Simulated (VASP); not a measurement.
Write the native input for VASP 6.6.1 that does the following.

| Quantity | Value |
| --- | --- |
| Task | single point |
| Functional | r2SCAN |
| Potentials or basis | VASP PAW PBE potentials, release 64 (K_sv, Mg, F) |
| Cutoff | 520 eV |
| k mesh | 8 × 8 × 8 |
| Occupations | fermi-dirac, width 0.02 eV |
| Spin | no spin polarisation |
| Dipole correction | no |
| Further INCAR settings | ALGO = Normal; EDIFF = 1e-07; NBANDS = 24 |

KMgF3:

```
K Mg F
1.0
     4.03609    0.00000    0.00000
     0.00000    4.03609    0.00000
     0.00000    0.00000    4.03609
K Mg F
1 1 3
Direct
  0.50000 0.50000 0.50000
  0.00000 0.00000 0.00000
  0.50000 0.00000 0.00000
  0.00000 0.50000 0.00000
  0.00000 0.00000 0.50000
```

These files were run (other wordings do the same):

POSCAR

```
KMgF3
1.0
    4.0360915800      0.0000000000      0.0000000000
    0.0000000000      4.0360915800      0.0000000000
    0.0000000000      0.0000000000      4.0360915800
K Mg F
1 1 3
Direct
    0.5000000000      0.5000000000      0.5000000000
    0.0000000000      0.0000000000      0.0000000000
    0.5000000000      0.0000000000      0.0000000000
    0.0000000000      0.5000000000      0.0000000000
    0.0000000000      0.0000000000      0.5000000000
```

INCAR.step1

```
SYSTEM = KMgF3
ALGO = Normal
EDIFF = 1E-4
ENCUT = 520
GGA = PE
ISMEAR = -1
LASPH = .TRUE.
LCHARG = .FALSE.
LREAL = .FALSE.
LWAVE = .TRUE.
NBANDS = 24
NELM = 100
PREC = Accurate
SIGMA = 0.02
```

INCAR.step2

```
SYSTEM = KMgF3
ALGO = Normal
EDIFF = 1E-7
ENCUT = 520
ISIF = 2
ISMEAR = -1
ISTART = 1
LASPH = .TRUE.
LCHARG = .FALSE.
LMIXTAU = .TRUE.
LREAL = .FALSE.
LWAVE = .FALSE.
METAGGA = R2SCAN
NBANDS = 24
NELM = 100
PREC = Accurate
SIGMA = 0.02
```

KPOINTS

```
k-points
0
G
  8 8 8
  0 0 0
```

Potentials or basis: VASP PAW PBE potentials, release 64 (K_sv, Mg, F).

Command:

```sh
$ cat potpaw_PBE.64/K_sv/POTCAR potpaw_PBE.64/Mg/POTCAR potpaw_PBE.64/F/POTCAR > POTCAR
$ cp INCAR.step1 INCAR
$ mpirun -np 1 vasp_std > vasp.out
$ cp INCAR.step2 INCAR
$ mpirun -np 1 vasp_std > vasp.out
```

It gave:

```json
{"Pressure": "-3.6 GPa", "Band gap on the k mesh": "7.96 eV, indirect (least direct gap 8.28 eV)"}
```

Caveat: the PAW data sets were made with another functional, which shifts forces and pressure a little.

It took 120 s on 1 thread of Intel(R) Xeon(R) Platinum 8488C (Sapphire Rapids) (shared host), peak memory 0.2 GiB.
